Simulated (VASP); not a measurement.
# Sr (Fm-3m) in VASP: a series of runs, part 2 of 3

VASP 6.6.1.

## Step 4: Single point, PBE-based screened hybrid with 25 % exact exchange

The input, POSCAR:

```
Sr
1.0
    0.0000000000      3.0423500000      3.0423500000
    3.0423500000      0.0000000000      3.0423500000
    3.0423500000      3.0423500000      0.0000000000
Sr
1
Direct
    0.0000000000      0.0000000000      0.0000000000
```

The input, INCAR.step1:

```
  PREC = Accurate
  ENCUT = 400
  EDIFF = 1E-5
  ISMEAR = 0
  SIGMA = 0.02
  LREAL = F
  LASPH = T
  NELM = 120
  ALGO = Normal
  ISIF = 2
  LWAVE = T
  LCHARG = F
  GGA = PE
  NBANDS = 11
  GGA_COMPAT = F
```

The input, INCAR.step2:

```
  PREC = Accurate
  ENCUT = 400
  EDIFF = 1E-6
  ISMEAR = 0
  SIGMA = 0.02
  LREAL = F
  LASPH = T
  NELM = 120
  ALGO = Normal
  ISIF = 2
  LWAVE = F
  LCHARG = F
  GGA = PE
  LHFCALC = T
  AEXX = 0.25
  HFSCREEN = 0.3
  PRECFOCK = Normal
  ISTART = 1
  NBANDS = 11
  GGA_COMPAT = F
```

The input, KPOINTS:

```
Automatic mesh
0
Gamma
  6 6 6
```

Potentials or basis: VASP PAW PBE potentials, release 64 (Sr_sv).

The run is started by

```bash
$ cat potpaw_PBE.64/Sr_sv/POTCAR > POTCAR
$ cp INCAR.step1 INCAR
$ mpirun -np 1 vasp_std > vasp.out
$ cp INCAR.step2 INCAR
$ mpirun -np 1 vasp_std > vasp.out
```

OUTCAR:

```text
PREC = Accurate
   ENCUT = 400
   EDIFF = 1E-6
   ISMEAR = 0
   LREAL = F
   LASPH = T
   NELM = 120
   ISIF = 2
   GGA = PE
   LHFCALC = T
   AEXX = 0.25
   HFSCREEN = 0.3
   PRECFOCK = Normal
   ISTART = 1

 ion  position               nearest neighbor table
   1  0.000  0.000  0.000-

  LATTYP: Found a face centered cubic cell.
 ALAT       =     6.0847000000

  Lattice vectors:

 A1 = (   0.0000000000,   3.0423500000,   3.0423500000)
 A2 = (   3.0423500000,   0.0000000000,   3.0423500000)
 A3 = (   3.0423500000,   3.0423500000,   0.0000000000)

Analysis of symmetry for initial positions (statically):
=====================================================================
 Subroutine PRICEL returns:
 Original cell was already a primitive cell.

 Routine SETGRP: Setting up the symmetry group for a
 face centered cubic supercell.

 Subroutine GETGRP returns: Found 48 space group operations
 (whereof 48 operations were pure point group operations)
 out of a pool of 48 trial point group operations.

The static configuration has the point symmetry O_h .

Analysis of symmetry for dynamics (positions and initial velocities):
=====================================================================
 Subroutine PRICEL returns:
 Original cell was already a primitive cell.

 Routine SETGRP: Setting up the symmetry group for a
 face centered cubic supercell.

 Subroutine GETGRP returns: Found 48 space group operations
 (whereof 48 operations were pure point group operations)
 out of a pool of 48 trial point group operations.

The dynamic configuration has the point symmetry O_h .

 Subroutine INISYM returns: Found 48 space group operations
 (whereof 48 operations are pure point group operations),
 and found     1 'primitive' translations

----------------------------------------------------------------------------------------

                                     Primitive cell

  volume of cell :      56.3193

  direct lattice vectors                    reciprocal lattice vectors
     0.000000000  3.042350000  3.042350000    -0.164346640  0.164346640  0.164346640
     3.042350000  0.000000000  3.042350000     0.164346640 -0.164346640  0.164346640
     3.042350000  3.042350000  0.000000000     0.164346640  0.164346640 -0.164346640

  length of vectors
     4.302532631  4.302532631  4.302532631     0.284656730  0.284656730  0.284656730

  position of ions in fractional coordinates (direct lattice)
     0.000000000  0.000000000  0.000000000

  ion indices of the primitive-cell ions
   primitive index   ion index
                 1           1

----------------------------------------------------------------------------------------

 KPOINTS: Automatic mesh

Automatic generation of k-mesh.
 Grid dimensions read from file:
 generate k-points for:    6    6    6

 Generating k-lattice:
[... 24 lines left out ...]
  0.333333  0.166667  0.000000     24.000000
[... 8 lines left out ...]
 -0.333333  0.333333  0.166667     24.000000
 -0.333333  0.500000  0.166667     12.000000
   k-points           NKPTS =     16   k-points in BZ     NKDIM =    216   number of bands    NBANDS=     11
   number of dos      NEDOS =    301   number of ions     NIONS =      1
   total plane-waves  NPLWV =  21952
   dimension x,y,z NGX =    28 NGY =   28 NGZ =   28
   dimension x,y,z NGXF=    56 NGYF=   56 NGZF=   56
   ions per type =               1
   NGX,Y,Z   is equivalent  to a cutoff of  10.82, 10.82, 10.82 a.u.
   NGXF,Y,Z  is equivalent  to a cutoff of  21.64, 21.64, 21.64 a.u.
 SYSTEM =  unknown system
   PREC   = accura    normal or accurate (medium, high low for compatibility)
   ISTART =      1    job   : 0-new  1-cont  2-samecut
   ICHARG =      0    charge: 1-file 2-atom 10-const
   ISPIN  =      1    spin polarized calculation?
   LNONCOLLINEAR =      F non collinear calculations
   LSORBIT =      F    spin-orbit coupling
   LASPH  =      T    aspherical Exc in radial PAW
   ENCUT  =  400.0 eV  29.40 Ry    5.42 a.u.   7.02  7.02  7.02*2*pi/ulx,y,z
   NELM   =    120;   NELMIN=  2; NELMDL=  0     # of ELM steps
   EDIFF  = 0.1E-05   stopping-criterion for ELM
   LREAL  =      F    real-space projection
   EDIFFG = 0.1E-04   stopping-criterion for IOM
   NSW    =      0    number of steps for IOM
   IBRION =     -1    ionic relax: 0-MD 1-quasi-New 2-CG
   NFREE  =      0    steps in history (QN), initial steepest desc. (CG)
   ISIF   =      2    stress and relaxation
   ISYM   =      3    0-nonsym 1-usesym 2-fastsym
   POTIM  = 0.5000    time-step for ionic-motion
   TEBEG  =    0.0;   TEEND  =   0.0 temperature during run
   PSTRESS=    0.0 pullay stress
   NELECT =      10.0000    total number of electrons
   NUPDOWN=      -1.0000    fix difference up-down
   EMIN   =  10.00;   EMAX   =-10.00  energy-range for DOS
   EFERMI =   0.00;   METHOD = LEGACY
   ISMEAR =     0;   SIGMA  =   0.02  broadening in eV -4-tet -1-fermi 0-gaus
   EFERMI_NEDOS =   21; number of points for ismear=-14 and -15
   IALGO  =     38    algorithm
   IMIX   =      1    mixing-type and parameters
     AMIX     =   0.40;   BMIX     =  1.00
     AMIX_MAG =   1.60;   BMIX_MAG =  1.00
  volume/ion in A,a.u.               =      56.32       380.06
  Fermi-wavevector in a.u.,A,eV,Ry     =   0.920144  1.738819 11.519569  0.846664
  Thomas-Fermi vector in A             =   2.045416
   LORBIT       =      0    0 simple, 1 ext, 2 COOP (PROOUT), +10 PAW based schemes
   GGA     = PE    functional components
   LHFCALC =     T    Hartree Fock is set to
   PRECFOCK=normal    Normal, Fast or Accurate (Low or Medium for compatibility)
   ENCUT4O =  -1.0   cutoff for four orbital integrals eV
   NKREDX  =     1    reduce k-point grid by
   NKREDY  =     1    reduce k-point grid by
   NKREDZ  =     1    reduce k-point grid by
   AEXX    =    0.2500 exact exchange contribution
   HFSCREEN=    0.3000 screening length (either q_TF or 0.3 A-1)
   HFSCREENC=   0.3000 screening length for correlation (either q_TF or 0.3 A-1)
   ENCUTFOCK=  -1.0 apply spherical cutoff to Coloumb kernel
   IVDW    =     0    specifies the selected vdW correction
   LEPSILON=     F    determine dielectric tensor
   LRPA    =     F    only Hartree local field effects (RPA)
 non-spin polarized calculation
 Gauss-broadening in eV      SIGMA  =   0.02
  energy-cutoff  :      400.00
  volume of cell :       56.32
 maximum number of plane-waves:      1034
  NGX = 24; NGY = 24; NGZ = 24

 number of electron      10.0000000 magnetization

 Free energy of the ion-electron system (eV)
  ---------------------------------------------------
  ext. energy  EPLUGINS =         0.00000000
  ---------------------------------------------------
  free energy    TOTEN  =        -1.58522118 eV

  energy without entropy =       -1.58443592  energy(sigma->0) =       -1.58482855

 E-fermi :   1.5597     XC(G=0):  -6.2931

 val. band max:        1.5460568624   @ k =  -0.3333   0.3333   0.1667
 cond. band min:       1.6235829307   @ k =  -0.3333   0.3333   0.1667
 fundamental gap:      0.0775260684
 Fermi energy:         1.5597380897

 k-point     1 :       0.0000    0.0000    0.0000
  band No.  band energies     occupation
      1     -37.9321      2.00000
      2     -18.5473      2.00000
      3     -18.5473      2.00000
      4     -18.5473      2.00000
      5      -2.5129      2.00000
      6       4.3039      0.00000
      7       4.3039      0.00000
      8       4.3039      0.00000
      9       5.8258      0.00000
     10       5.8258      0.00000
     11       8.9158      0.00000
[... 197 lines left out ...]
 k-point    16 :      -0.3333    0.5000    0.1667
  band No.  band energies     occupation
      1     -37.9145      2.00000
      2     -18.6952      2.00000
      3     -18.6415      2.00000
      4     -18.6169      2.00000
      5       1.4154      2.00000
      6       2.2385      0.00000
      7       2.4324      0.00000
      8       4.5257      0.00000
      9       7.2492      0.00000
     10       7.2863      0.00000
     11       7.3973      0.00000

------------------------ aborting loop because EDIFF is reached ----------------------------------------

  FORCE on cell =-STRESS in cart. coord.  units (eV):
  Direction    XX          YY          ZZ          XY          YZ          ZX
  --------------------------------------------------------------------------------------
  -------------------------------------------------------------------------------------
  Total       -0.0153223     -0.0153223     -0.0153223      0.0000000      0.0000000      0.0000000
  in kB       -0.4358915     -0.4358915     -0.4358915      0.0000000      0.0000000      0.0000000
  external PRESSURE =      -0.4358915 kB  Pullay stress =       0.0000000 kB

 VOLUME and BASIS-vectors are now :
 -----------------------------------------------------------------------------
  energy-cutoff  :      400.00
  volume of cell :       56.32
      direct lattice vectors                 reciprocal lattice vectors
     0.000000000  3.042350000  3.042350000    -0.164346640  0.164346640  0.164346640
     3.042350000  0.000000000  3.042350000     0.164346640 -0.164346640  0.164346640
     3.042350000  3.042350000  0.000000000     0.164346640  0.164346640 -0.164346640

 POSITION                                       TOTAL-FORCE (eV/Angst)
 -----------------------------------------------------------------------------------
      0.00000      0.00000      0.00000         0.000000     -0.000000      0.000000
 -----------------------------------------------------------------------------------
    total drift:                                0.000000      0.000000      0.000000

  FREE ENERGIE OF THE ION-ELECTRON SYSTEM (eV)
  ---------------------------------------------------
  free  energy   TOTEN  =        -1.5852211783 eV

  energy  without entropy=       -1.5844359158  energy(sigma->0) =       -1.58482855
```

Run time: 18 min. Hardware: 1 thread of AMD EPYC 7R13 (Zen 3), shared host; peak memory 0.24 GiB.

Results:

| Quantity | Value |
| --- | --- |
| Free energy | -1.5852 eV |
| Pressure | 0.0 GPa |
| Band gap on the k mesh | zero (bands 5 and 6 overlap by 0.08 eV) |

Caveat: the PAW data sets were made with another functional, which shifts forces and pressure a little.

## Step 5: Single point, PBEsol, non-collinear spin, zero start, spin-orbit coupling

The input, INCAR:

```
SYSTEM = Sr
PREC     = Accurate       ! precision mode
ENCUT    = 500            ! plane-wave cutoff, eV
EDIFF    = 1E-6           ! SCF threshold, eV
ISMEAR   = -1             ! smearing method
SIGMA    = 0.05           ! smearing width, eV
LREAL    = .FALSE.        ! projectors in reciprocal space
LASPH    = .TRUE.         ! aspherical terms in the spheres
NELM     = 200            ! most SCF steps
ALGO     = Normal         ! electronic algorithm
ISIF     = 2              ! what is computed and relaxed
LWAVE    = .FALSE.        ! write WAVECAR
LCHARG   = .FALSE.        ! write CHGCAR
LNONCOLLINEAR= .TRUE.         ! non-collinear magnetism
MAGMOM   = 0 0 0          ! initial moments
LORBIT   = 11             ! projections on sites
LSORBIT  = .TRUE.         ! spin-orbit coupling
GGA_COMPAT= .FALSE.      
LORBMOM  = .TRUE.       
GGA      = PS             ! functional
NBANDS   = 21             ! bands
```

The input, KPOINTS:

```
Automatic mesh
0
G
  8 8 8
  0 0 0
```

POSCAR is that of step 4.

Potentials or basis: VASP PAW PBE potentials, release 64 (Sr_sv).

The run is started by

```bash
$ cat potpaw_PBE.64/Sr_sv/POTCAR > POTCAR
$ mpirun -np 1 vasp_ncl > vasp.out
```

OUTCAR:

```text
SYSTEM = Sr
   PREC = Accurate
   ENCUT = 500
   EDIFF = 1E-6
   ISMEAR = -1
   LREAL = .FALSE.
   LASPH = .TRUE.
   NELM = 200
   ISIF = 2
   LNONCOLLINEAR = .TRUE.
   LORBIT = 11
   LSORBIT = .TRUE.
   GGA = PS

 ion  position               nearest neighbor table
   1  0.000  0.000  0.000-

  LATTYP: Found a face centered cubic cell.
 ALAT       =     6.0847000000

  Lattice vectors:

 A1 = (   0.0000000000,   3.0423500000,   3.0423500000)
 A2 = (   3.0423500000,   0.0000000000,   3.0423500000)
 A3 = (   3.0423500000,   3.0423500000,   0.0000000000)

Analysis of symmetry for initial positions (statically):
=====================================================================
 Subroutine PRICEL returns:
 Original cell was already a primitive cell.

 Routine SETGRP: Setting up the symmetry group for a
 face centered cubic supercell.

 Subroutine GETGRP returns: Found 48 space group operations
 (whereof 48 operations were pure point group operations)
 out of a pool of 48 trial point group operations.

The static configuration has the point symmetry O_h .

Analysis of symmetry for dynamics (positions and initial velocities):
=====================================================================
 Subroutine PRICEL returns:
 Original cell was already a primitive cell.

 Routine SETGRP: Setting up the symmetry group for a
 face centered cubic supercell.

 Subroutine GETGRP returns: Found 48 space group operations
 (whereof 48 operations were pure point group operations)
 out of a pool of 48 trial point group operations.

The dynamic configuration has the point symmetry O_h .

Analysis of structural, dynamic, and magnetic symmetry:
=====================================================================
 Subroutine PRICEL returns:
 Original cell was already a primitive cell.

[... 748 lines left out ...]
  Total       -0.3167893     -0.3167893     -0.3167893     -0.0000000     -0.0000000      0.0000000
  in kB       -9.0120482     -9.0120482     -9.0120482     -0.0000000     -0.0000000      0.0000000
  external PRESSURE =      -9.0120482 kB  Pullay stress =       0.0000000 kB

 VOLUME and BASIS-vectors are now :
 -----------------------------------------------------------------------------
  energy-cutoff  :      500.00
  volume of cell :       56.32
      direct lattice vectors                 reciprocal lattice vectors
     0.000000000  3.042350000  3.042350000    -0.164346640  0.164346640  0.164346640
     3.042350000  0.000000000  3.042350000     0.164346640 -0.164346640  0.164346640
     3.042350000  3.042350000  0.000000000     0.164346640  0.164346640 -0.164346640

 POSITION                                       TOTAL-FORCE (eV/Angst)
 -----------------------------------------------------------------------------------
      0.00000      0.00000      0.00000         0.000000     -0.000000      0.000000
 -----------------------------------------------------------------------------------
    total drift:                                0.000000      0.000000      0.000000

  FREE ENERGIE OF THE ION-ELECTRON SYSTEM (eV)
  ---------------------------------------------------
  free  energy   TOTEN  =        -1.9245279438 eV

  energy  without entropy=       -1.9160198723  energy(sigma->0) =       -1.92027391

 orbital moment (x)

 # of ion     p       d       tot
 ----------------------------------------
  1        -0.000   0.000   0.000
 ----------------------------------------
           -0.000   0.000   0.000

 orbital moment (y)

 # of ion     p       d       tot
 ----------------------------------------
  1        -0.000  -0.000  -0.000
 ----------------------------------------
           -0.000  -0.000  -0.000

 orbital moment (z)

 # of ion     p       d       tot
 ----------------------------------------
  1         0.000  -0.000  -0.000
 ----------------------------------------
            0.000  -0.000  -0.000

 Spin-Orbit-Coupling matrix elements

 Ion:    1  E_soc:     -0.1785751
 l=   1
     0.0000000    -0.0297625    -0.0297625
    -0.0297625     0.0000000    -0.0297625
    -0.0297625    -0.0297625     0.0000000
 l=   2
     0.0000000     0.0000029     0.0000000     0.0000029    -0.0000029
     0.0000029     0.0000000    -0.0000022     0.0000029    -0.0000007
     0.0000000    -0.0000022     0.0000000    -0.0000022     0.0000000
     0.0000029     0.0000029    -0.0000022     0.0000000    -0.0000007
    -0.0000029    -0.0000007     0.0000000    -0.0000007     0.0000000
 l=   3
     0.0000000     0.0000000     0.0000000     0.0000000     0.0000000     0.0000000     0.0000000
     0.0000000     0.0000000     0.0000000     0.0000000     0.0000000     0.0000000     0.0000000
     0.0000000     0.0000000     0.0000000     0.0000000     0.0000000     0.0000000     0.0000000
     0.0000000     0.0000000     0.0000000     0.0000000     0.0000000     0.0000000     0.0000000
     0.0000000     0.0000000     0.0000000     0.0000000     0.0000000     0.0000000     0.0000000
     0.0000000     0.0000000     0.0000000     0.0000000     0.0000000     0.0000000     0.0000000
     0.0000000     0.0000000     0.0000000     0.0000000     0.0000000     0.0000000     0.0000000

 total charge

# of ion       s       p       d       tot
------------------------------------------
    1        2.064   5.705   0.126   7.895

 magnetization (x)

# of ion       s       p       d       tot
------------------------------------------
    1       -0.000   0.000  -0.000  -0.000

 magnetization (y)

# of ion       s       p       d       tot
------------------------------------------
    1        0.000  -0.000   0.000   0.000

 magnetization (z)

# of ion       s       p       d       tot
------------------------------------------
    1       -0.000  -0.000   0.000  -0.000
```

OSZICAR:

```text
N       E                     dE             d eps       ncg     rms          rms(c)
DAV:   1     0.483574068951E+02    0.48357E+02   -0.43493E+03  1218   0.786E+02
DAV:   2     0.159088371268E+01   -0.46767E+02   -0.45878E+02  1503   0.188E+02
DAV:   3    -0.183548340820E+01   -0.34264E+01   -0.34030E+01  2097   0.338E+01
DAV:   4    -0.192571913020E+01   -0.90236E-01   -0.89988E-01  1610   0.459E+00
DAV:   5    -0.192789899626E+01   -0.21799E-02   -0.21795E-02  1765   0.549E-01    0.194E+01
DAV:   6    -0.192577295595E+01    0.21260E-02   -0.63211E-03  1535   0.940E-01    0.114E+01
DAV:   7    -0.192501755950E+01    0.75540E-03   -0.24924E-03  1708   0.545E-01    0.652E+00
DAV:   8    -0.192449425086E+01    0.52331E-03   -0.39928E-03  1596   0.696E-01    0.203E-01
DAV:   9    -0.192451122753E+01   -0.16977E-04   -0.60206E-04  2038   0.145E-01    0.535E-02
DAV:  10    -0.192452219453E+01   -0.10967E-04   -0.15740E-05  1570   0.256E-02    0.241E-02
DAV:  11    -0.192452802693E+01   -0.58324E-05   -0.28536E-06  1446   0.175E-02    0.826E-03
DAV:  12    -0.192452794378E+01    0.83154E-07   -0.69433E-08   918   0.187E-03
   1 F= -.19245279E+01 E0= -.19202739E+01  d E =-.850807E-02  mag=     0.0000    -0.0000     0.0000
```

Run time: 96 s. Hardware: 1 thread of Intel Xeon 8259CL, shared host; peak memory 0.32 GiB.

What came out:

```
Free energy                                           : -1.9245 eV
Pressure                                              : -0.9 GPa
Net moment                                            : 0.00 μB per cell
Valence electrons inside the program's atomic spheres : Sr 7.89
```

Moments on the atoms (μB; x, y, z):
```
Sr  0.00 0.00 0.00
```

Caveat: the PAW data sets were made with another functional, which shifts forces and pressure a little.

(Continued in part 3 of 3.)
